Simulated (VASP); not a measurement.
A run of VASP 6.6.1 is set up as follows.

File INCAR:

```
ALGO = Normal ; EDIFF = 1E-6
ENCUT = 520 ; GGA = CA
ISIF = 2 ; ISMEAR = -1
LASPH = T ; LCHARG = F
LREAL = F ; LWAVE = F
NBANDS = 11 ; NELM = 80
PREC = Accurate ; SIGMA = 0.1
```

Contents of KPOINTS:

```
k-points
0
Gamma
  14 14 14
```

Contents of POSCAR:

```
Hf
1.0
    0.0000000000      2.0893439334      2.0893439334
    2.0893439334      0.0000000000      2.0893439334
    2.0893439334      2.0893439334      0.0000000000
Hf
1
Direct
    0.0000000000      0.0000000000      0.0000000000
```

Potentials or basis: VASP PAW LDA potentials, release 64 (Hf_pv).

The run is started by

```console
$ cat potpaw_LDA.64/Hf_pv/POTCAR > POTCAR
$ mpirun -np 1 vasp_std > vasp.out
```

(1) What does it give for the band gap on the k mesh?

(2) Predict the pressure.

Answers

(1) zero (band 5 reaches 7.53 eV, above the bottom of band 6 at 5.32 eV).

(2) 18.9 GPa.

Caveat: spin-orbit coupling is left out, which moves the levels of the heavy elements.
